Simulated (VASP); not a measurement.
A run of VASP 6.6.1 is set up as follows.

The input INCAR:

```
ALGO     = Normal         # electronic algorithm
EDIFF    = 1E-6           # SCF threshold, eV
EDIFFG   = -0.01          # ionic threshold
ENCUT    = 600            # plane-wave cutoff, eV
GGA      = PS             # functional
IBRION   = 2              # ionic algorithm
ISIF     = 3              # what is computed and relaxed
ISMEAR   = -1             # smearing method
LASPH    = True           # aspherical terms in the spheres
LCHARG   = False          # write CHGCAR
LREAL    = False          # projectors in reciprocal space
LWAVE    = False          # write WAVECAR
NELM     = 60             # most SCF steps
NSW      = 100            # ionic steps
PREC     = Accurate       # precision mode
SIGMA    = 0.03           # smearing width, eV
```

Contents of KPOINTS:

```
k-points
0
Gamma
  6 6 2
```

POSCAR

```
ScAl2As3
1.0
    3.8351674700      0.0000000000      0.0000000000
   -1.9175837400      3.3213524600      0.0000000000
    0.0000000000      0.0000000000      9.3203493800
Sc Al As
1 2 3
Direct
    0.3333333300      0.6666666700      0.6641085800
    0.0000000000      0.0000000000      0.9968616400
    0.6666666700      0.3333333300      0.3376419600
    0.0000000000      0.0000000000      0.2503703200
    0.6666666700      0.3333333300      0.5920876800
    0.3333333300      0.6666666700      0.9089298200
```

Potentials or basis: VASP PAW PBE potentials, release 64 (Sc_sv, Al, As).

Command:

```bash
$ cat potpaw_PBE.64/Sc_sv/POTCAR potpaw_PBE.64/Al/POTCAR potpaw_PBE.64/As/POTCAR > POTCAR
$ mpirun -np 1 vasp_std > vasp.out
```

Task: Estimate the band gap on the k mesh.

Result: 1.17 eV (least direct gap 1.52 eV).

Task: Predict the relaxed volume.

Result: 24.46 Å³/atom.

Task: Estimate the relaxed cell.

Result: a = 4.062 Å, b = 4.062 Å, c = 10.273 Å, α = 90.00°, β = 90.00°, γ = 120.00°.

Step by step:
| step | energy change (eV) | largest force (eV/Å) | pressure (GPa) | volume (Å³) |
| --- | --- | --- | --- | --- |
| 1 | 0.0000 | 3.1437 | 23.07 | 118.72 |
| 2 | -1.3095 | 0.6009 | -7.57 | 174.72 |
| 3 | -2.0176 | 0.9483 | -0.49 | 149.46 |
| 4 | -2.0177 | 0.9651 | -0.21 | 148.80 |
| 5 | -2.0839 | 0.5851 | -0.22 | 148.51 |
| 6 | -2.1192 | 0.6118 | -0.13 | 148.06 |
| 7 | -2.1551 | 0.4428 | -0.11 | 147.75 |
| 8 | -2.2029 | 0.3132 | 0.00 | 146.88 |
| 9 | -2.2034 | 0.3435 | 0.02 | 146.77 |
| 10 | -2.2152 | 0.2589 | 0.01 | 146.84 |
| 11 | -2.2215 | 0.2106 | 0.02 | 146.93 |
| 12 | -2.2254 | 0.1450 | -0.03 | 147.00 |
| 13 | -2.2271 | 0.0756 | -0.09 | 147.09 |
| 14 | -2.2283 | 0.0470 | -0.01 | 146.87 |
| 15 | -2.2286 | 0.0328 | 0.04 | 146.72 |
| 16 | -2.2286 | 0.0327 | 0.04 | 146.71 |
| 17 | -2.2287 | 0.0246 | -0.01 | 146.81 |
| 18 | -2.2288 | 0.0186 | -0.06 | 146.90 |
| 19 | -2.2288 | 0.0088 | 0.00 | 146.77 |

Caveat: the volume moved by over 15 % at a fixed basis, so the end points are rough; the PAW data sets were made with another functional, which shifts forces and pressure a little. A k mesh can miss the band edges.
